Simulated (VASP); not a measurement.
Wanted: the native input for a VASP 6.6.1 run.

- Task: single point
- Functional: PBE
- Potentials or basis: VASP PAW PBE potentials, release 64 (Ba_sv, Te)
- Cutoff: 500 eV
- k mesh: 6 × 6 × 6
- Occupations: fermi-dirac, width 0.02 eV
- Spin: no spin polarisation
- Dipole correction: no
- Further INCAR settings: ALGO = Normal; EDIFF = 1e-06; NBANDS = 15

The structure of BaTe lies in POSCAR:

```
BaTe
1.0
   -0.0782831733      3.8358754929      3.8358754929
    3.8358754929     -0.0782831733      3.8358754929
    3.8358754929      3.8358754929     -0.0782831733
Ba Te
1 1
Direct
   -0.0024443304     -0.0024443304     -0.0024443304
    0.2524443304      0.2524443304      0.2524443304
```

This cell differs from its parent crystal: strain along [111] -3.0%.

These files were run (other wordings do the same):

INCAR

```
ALGO = Normal ; EDIFF = 1E-6
ENCUT = 500 ; GGA = PE
GGA_COMPAT = False ; ISIF = 2
ISMEAR = -1 ; LASPH = True
LCHARG = True ; LELF = True
LREAL = False ; LVHAR = True
LWAVE = False ; NBANDS = 15
NELM = 120 ; PREC = Accurate
SIGMA = 0.02
```

KPOINTS

```
k-points
0
Gamma
  6 6 6
```

Potentials or basis: VASP PAW PBE potentials, release 64 (Ba_sv, Te).

Launch:

```bash
$ cat potpaw_PBE.64/Ba_sv/POTCAR potpaw_PBE.64/Te/POTCAR > POTCAR
$ mpirun -np 1 vasp_std > vasp.out
```

Results of the run:

- Pressure: 0.8 GPa
- Band gap on the k mesh: 2.60 eV, indirect (least direct gap 2.90 eV)

Caveat: the cell differs from its parent crystal (strain along [111] -3.0%); spin-orbit coupling is left out, which moves the levels of the heavy elements.

It took 45 s on 1 thread of Intel Xeon 6975P-C, on a shared host, peak memory 0.27 GiB.
